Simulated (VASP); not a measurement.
Input of a VASP 6.6.1 run:

Contents of INCAR:

```
SYSTEM = SnO2
PREC = Accurate
ENCUT = 600
EDIFF = 1E-6
ISMEAR = 0
SIGMA = 0.02
LREAL = .False.
LASPH = .True.
NELM = 120
ALGO = Normal
ISIF = 2
LWAVE = .False.
LCHARG = .True.
LELF = .True.
LVHAR = .True.
NBANDS = 35
GGA_COMPAT = .False.
```

The input KPOINTS:

```
Automatic mesh
0
Gamma
  6 6 8
  0 0 0
```

POSCAR

```
SnO2
1.0
    4.7201652247      0.0000000000      0.0000000000
    0.0000000000      4.7201652247      0.0000000000
    0.0000000000      0.0000000000      3.1887582851
Sn O
2 4
Direct
    0.0000000000      0.0000000000      0.0000000000
    0.5000000000      0.5000000000      0.5000000000
    0.3060745368      0.3060745368      0.0000000000
    0.6939254632      0.6939254632      0.0000000000
    0.1939254632      0.8060745368      0.5000000000
    0.8060745368      0.1939254632      0.5000000000
```

Potentials or basis: VASP PAW LDA potentials, release 64 (Sn_d, O).

Run with:

```console
$ cat potpaw_LDA.64/Sn_d/POTCAR potpaw_LDA.64/O/POTCAR > POTCAR
$ mpirun -np 1 vasp_std > vasp.out
```

Q: Predict the band gap on the k mesh.

A: 1.21 eV.

Q: Predict the pressure.

A: 1.2 GPa.

Stress tensor (GPa, compression positive):
```
1.01 0.00 0.00
0.00 1.01 0.00
0.00 0.00 1.55
```

Caveat: spin-orbit coupling is left out, which moves the levels of the heavy elements.
